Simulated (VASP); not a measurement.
Input of a VASP 6.6.1 run:

The input INCAR:

```
SYSTEM = Cd3Hg
ALGO = Normal
EDIFF = 1E-7
ENCUT = 520
ISIF = 2
ISMEAR = 1
LASPH = .TRUE.
LCHARG = .TRUE.
LELF = .TRUE.
LREAL = .FALSE.
LVHAR = .TRUE.
LWAVE = .FALSE.
NBANDS = 32
NELM = 80
PREC = Accurate
SIGMA = 0.1
```

KPOINTS

```
k-points
0
G
  10 10 3
  0 0 0
```

POSCAR

```
Cd3Hg
1.0
    3.0662940000      0.0000000000      0.0000000000
   -1.5331470000      2.6554884995      0.0000000000
    0.0000000000      0.0000000000     11.0158880000
Cd Hg
3 1
Direct
    0.0000000000      0.0000000000      0.0000000000
    0.3333333333      0.6666666667      0.7547880000
    0.3333333333      0.6666666667      0.2452120000
    0.0000000000      0.0000000000      0.5000000000
```

Potentials or basis: VASP PAW LDA potentials, release 64 (Cd, Hg).

Launch:

```bash
$ cat potpaw_LDA.64/Cd/POTCAR potpaw_LDA.64/Hg/POTCAR > POTCAR
$ mpirun -np 1 vasp_std > vasp.out
```

What does it give for the largest force?

0.031 eV/Å.

Estimate the band gap on the k mesh.

zero (band 24 reaches 3.49 eV, above the bottom of band 25 at 0.02 eV).

Forces on the atoms (eV/Å):
```
Cd   0.000  0.000  0.000
Cd   0.000  0.000 -0.031
Cd   0.000  0.000  0.031
Hg   0.000  0.000  0.000
```

Caveat: spin-orbit coupling is left out, which moves the levels of the heavy elements.
